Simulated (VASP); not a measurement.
# SiO2 (P4_2/mnm) in VASP: notebook

SiO2 is run at these levels: HSE06; tasks: single point.

Everything below comes from runs of VASP 6.6.1. Logs are shortened: lines on timing, memory, paths and dates and some standing lists are left out, and cuts for length are marked.

### 1 The cell of the first run

Symmetry: P4_2/mnm, No. 136, tetragonal system. The conventional cell has a = 4.269 Å, b = 4.269 Å, c = 2.722 Å, α = 90.00°, β = 90.00°, γ = 90.00°. Si (site symmetry mmm) has 6 O at 1.79 to 1.86 Å within 2.4 Å. O (site symmetry m2m) has 3 Si at 1.79 to 1.86 Å and 1 O at 2.31 Å within 2.4 Å.

### 2 Single point, HSE06 (strain +2.0%)

POSCAR reads:

```
SiO2
1.0
    4.2688925746      0.0000000000      0.0000000000
    0.0000000000      4.2688925746      0.0000000000
    0.0000000000      0.0000000000      2.7222166888
Si O
2 4
Direct
    0.0000000000      0.0000000000      0.0000000000
    0.5000000000      0.5000000000      0.5000000000
    0.3084021612      0.3084021612      0.0000000000
    0.1915978388      0.8084021612      0.5000000000
    0.8084021612      0.1915978388      0.5000000000
    0.6915978388      0.6915978388      0.0000000000
```

INCAR.step1 reads:

```
  PREC = Accurate
  ENCUT = 520
  EDIFF = 1E-5
  ISMEAR = 0
  SIGMA = 0.01
  LREAL = False
  LASPH = True
  NELM = 100
  ALGO = Normal
  ISIF = 2
  LWAVE = True
  LCHARG = False
  NBANDS = 25
  GGA = PE
  KPAR = 4
```

INCAR.step2 reads:

```
  PREC = Accurate
  ENCUT = 520
  EDIFF = 1E-6
  ISMEAR = 0
  SIGMA = 0.01
  LREAL = False
  LASPH = True
  NELM = 100
  ALGO = Normal
  ISIF = 2
  LWAVE = False
  LCHARG = False
  GGA = PE
  LHFCALC = True
  HFSCREEN = 0.2079
  PRECFOCK = Fast
  NBANDS = 25
  ISTART = 1
  KPAR = 4
```

KPOINTS reads:

```
regular mesh
0
Gamma
  4 4 6
```

Potentials or basis: VASP PAW PBE potentials, release 64 (Si, O).

Run with:

```console
$ cat potpaw_PBE.64/Si/POTCAR potpaw_PBE.64/O/POTCAR > POTCAR
$ cp INCAR.step1 INCAR
$ mpirun -np 4 vasp_std > vasp.out
$ cp INCAR.step2 INCAR
$ mpirun -np 4 vasp_std > vasp.out
```

OUTCAR:

```text
PREC = Accurate
   ENCUT = 520
   EDIFF = 1E-6
   ISMEAR = 0
   LREAL = False
   LASPH = True
   NELM = 100
   ISIF = 2
   GGA = PE
   LHFCALC = True
   HFSCREEN = 0.2079
   PRECFOCK = Fast
   ISTART = 1

 ion  position               nearest neighbor table
   1  0.000  0.000  0.000-   4 1.79   5 1.79   4 1.79   5 1.79   3 1.86   6 1.86
   2  0.500  0.500  0.500-   3 1.79   6 1.79   3 1.79   6 1.79   5 1.86   4 1.86
   3  0.308  0.308  0.000-   2 1.79   2 1.79   1 1.86
   4  0.192  0.808  0.500-   1 1.79   1 1.79   2 1.86
   5  0.808  0.192  0.500-   1 1.79   1 1.79   2 1.86
   6  0.692  0.692  0.000-   2 1.79   2 1.79   1 1.86

  LATTYP: Found a simple tetragonal cell.
 ALAT       =     4.2688925746
 C/A-ratio  =     0.6376868570

  Lattice vectors:

 A1 = (   4.2688925746,   0.0000000000,   0.0000000000)
 A2 = (   0.0000000000,   4.2688925746,   0.0000000000)
 A3 = (   0.0000000000,   0.0000000000,   2.7222166888)

Analysis of symmetry for initial positions (statically):
=====================================================================
 Subroutine PRICEL returns:
 Original cell was already a primitive cell.

 Routine SETGRP: Setting up the symmetry group for a
 simple tetragonal supercell.

 Subroutine GETGRP returns: Found 16 space group operations
 (whereof  8 operations were pure point group operations)
 out of a pool of 16 trial point group operations.

The static configuration has the point symmetry D_2h.
 The point group associated with its full space group is D_4h.

Analysis of symmetry for dynamics (positions and initial velocities):
=====================================================================
 Subroutine PRICEL returns:
 Original cell was already a primitive cell.

 Routine SETGRP: Setting up the symmetry group for a
 simple tetragonal supercell.

 Subroutine GETGRP returns: Found 16 space group operations
 (whereof  8 operations were pure point group operations)
 out of a pool of 16 trial point group operations.

The dynamic configuration has the point symmetry D_2h.
 The point group associated with its full space group is D_4h.

 Subroutine INISYM returns: Found 16 space group operations
 (whereof  8 operations are pure point group operations),
[... 108 lines left out ...]
   NFREE  =      0    steps in history (QN), initial steepest desc. (CG)
   ISIF   =      2    stress and relaxation
   ISYM   =      3    0-nonsym 1-usesym 2-fastsym
   POTIM  = 0.5000    time-step for ionic-motion
   TEBEG  =    0.0;   TEEND  =   0.0 temperature during run
   PSTRESS=    0.0 pullay stress
   NELECT =      32.0000    total number of electrons
   NUPDOWN=      -1.0000    fix difference up-down
   EMIN   =  10.00;   EMAX   =-10.00  energy-range for DOS
   EFERMI =   0.00;   METHOD = LEGACY
   ISMEAR =     0;   SIGMA  =   0.01  broadening in eV -4-tet -1-fermi 0-gaus
   EFERMI_NEDOS =   21; number of points for ismear=-14 and -15
   IALGO  =     38    algorithm
   IMIX   =      1    mixing-type and parameters
     AMIX     =   0.40;   BMIX     =  1.00
     AMIX_MAG =   1.60;   BMIX_MAG =  1.00
  volume/ion in A,a.u.               =       8.27        55.80
  Fermi-wavevector in a.u.,A,eV,Ry     =   1.414514  2.673043 27.223197  2.000849
  Thomas-Fermi vector in A             =   2.536048
   LORBIT       =      0    0 simple, 1 ext, 2 COOP (PROOUT), +10 PAW based schemes
   GGA     = PE    functional components
   LHFCALC =     T    Hartree Fock is set to
   PRECFOCK=fast      Normal, Fast or Accurate (Low or Medium for compatibility)
   ENCUT4O =  -1.0   cutoff for four orbital integrals eV
   NKREDX  =     1    reduce k-point grid by
   NKREDY  =     1    reduce k-point grid by
   NKREDZ  =     1    reduce k-point grid by
   AEXX    =    0.2500 exact exchange contribution
   HFSCREEN=    0.2079 screening length (either q_TF or 0.3 A-1)
   HFSCREENC=   0.2079 screening length for correlation (either q_TF or 0.3 A-1)
   ENCUTFOCK=  -1.0 apply spherical cutoff to Coloumb kernel
   IVDW    =     0    specifies the selected vdW correction
   LEPSILON=     F    determine dielectric tensor
   LRPA    =     F    only Hartree local field effects (RPA)
 non-spin polarized calculation
 Gauss-broadening in eV      SIGMA  =   0.01
  energy-cutoff  :      520.00
  volume of cell :       49.61
 maximum number of plane-waves:      1352
 NGX is ok and might be reduce to    32
  NGX = 18; NGY = 18; NGZ = 12

 number of electron      31.9999996 magnetization

 Free energy of the ion-electron system (eV)
  ---------------------------------------------------
  ext. energy  EPLUGINS =         0.00000000
  ---------------------------------------------------
  free energy    TOTEN  =       -57.11277272 eV

  energy without entropy =      -57.11277272  energy(sigma->0) =      -57.11277272

 E-fermi :   6.0251     XC(G=0):  -9.7742

 val. band max:        5.9736791430   @ k =   0.0000   0.0000   0.0000
 cond. band min:      12.6077283980   @ k =   0.0000   0.0000   0.0000
 fundamental gap:      6.6340492549
 Fermi energy:         6.0251498434

 k-point     1 :       0.0000    0.0000    0.0000
  band No.  band energies     occupation
      1     -17.5674      2.00000
      2     -14.0417      2.00000
      3     -14.0417      2.00000
      4     -13.9289      2.00000
      5      -4.8576      2.00000
      6      -0.2679      2.00000
[... 661 lines left out ...]
     24      22.0061      0.00000
     25      23.5886      0.00000

------------------------ aborting loop because EDIFF is reached ----------------------------------------

  FORCE on cell =-STRESS in cart. coord.  units (eV):
  Direction    XX          YY          ZZ          XY          YZ          ZX
  --------------------------------------------------------------------------------------
  -------------------------------------------------------------------------------------
  Total       -4.9646420     -4.9646420     -7.1232420      0.0000000      0.0000000      0.0000000
  in kB     -160.3412900   -160.3412900   -230.0568346      0.0000000      0.0000000      0.0000000
  external PRESSURE =    -183.5798049 kB  Pullay stress =       0.0000000 kB

 VOLUME and BASIS-vectors are now :
 -----------------------------------------------------------------------------
  energy-cutoff  :      520.00
  volume of cell :       49.61
      direct lattice vectors                 reciprocal lattice vectors
     4.268892575  0.000000000  0.000000000     0.234252791  0.000000000  0.000000000
     0.000000000  4.268892575  0.000000000     0.000000000  0.234252791  0.000000000
     0.000000000  0.000000000  2.722216689     0.000000000  0.000000000  0.367347685

 POSITION                                       TOTAL-FORCE (eV/Angst)
 -----------------------------------------------------------------------------------
      0.00000      0.00000      0.00000         0.000000      0.000000      0.000000
      2.13445      2.13445      1.36111         0.000000      0.000000      0.000000
      1.31654      1.31654      0.00000         0.034414      0.034414     -0.000000
      0.81791      3.45098      1.36111        -0.034414      0.034414      0.000000
      3.45098      0.81791      1.36111         0.034414     -0.034414     -0.000000
      2.95236      2.95236      0.00000        -0.034414     -0.034414      0.000000
 -----------------------------------------------------------------------------------
    total drift:                               -0.000006     -0.000007     -0.000004

  FREE ENERGIE OF THE ION-ELECTRON SYSTEM (eV)
  ---------------------------------------------------
  free  energy   TOTEN  =       -57.1127727196 eV

  energy  without entropy=      -57.1127727196  energy(sigma->0) =      -57.11277272
```

OUTCAR.step1:

```text
PREC = Accurate
   ENCUT = 520
   EDIFF = 1E-5
   ISMEAR = 0
   LREAL = False
[... 909 lines left out ...]
      1.31654      1.31654      0.00000        -0.078248     -0.078248      0.000000
      0.81791      3.45098      1.36111         0.078248     -0.078248      0.000000
      3.45098      0.81791      1.36111        -0.078248      0.078248      0.000000
      2.95236      2.95236      0.00000         0.078248      0.078248      0.000000
 -----------------------------------------------------------------------------------
    total drift:                                0.000000     -0.000000     -0.000000

  FREE ENERGIE OF THE ION-ELECTRON SYSTEM (eV)
  ---------------------------------------------------
  free  energy   TOTEN  =       -46.2863074055 eV

  energy  without entropy=      -46.2863074055  energy(sigma->0) =      -46.28630741
```

It took 7.4 min on 4 MPI ranks of Intel Xeon Platinum 8259CL at 2.50GHz (Skylake/Cascade Lake), shared host; peak memory 0.27 GiB.

What came out:

- Free energy: -57.1128 eV
- Pressure: -18.4 GPa
- Largest force: 0.049 eV/Å
- Band gap on the k mesh: 6.63 eV

Forces on the atoms (eV/Å):
```
Si   0.000  0.000  0.000
Si   0.000  0.000  0.000
O    0.034  0.034  0.000
O   -0.034  0.034  0.000
O    0.034 -0.034  0.000
O   -0.034 -0.034  0.000
```

Caveat: the cell differs from its parent crystal (strain +2.0%); the stress differs along the axes, from -23 to -16 GPa; the structure was generated, so it needn't be the stable form of SiO2; the PAW data sets were made with another functional, which shifts forces and pressure a little.

[end of part 1 of 2]
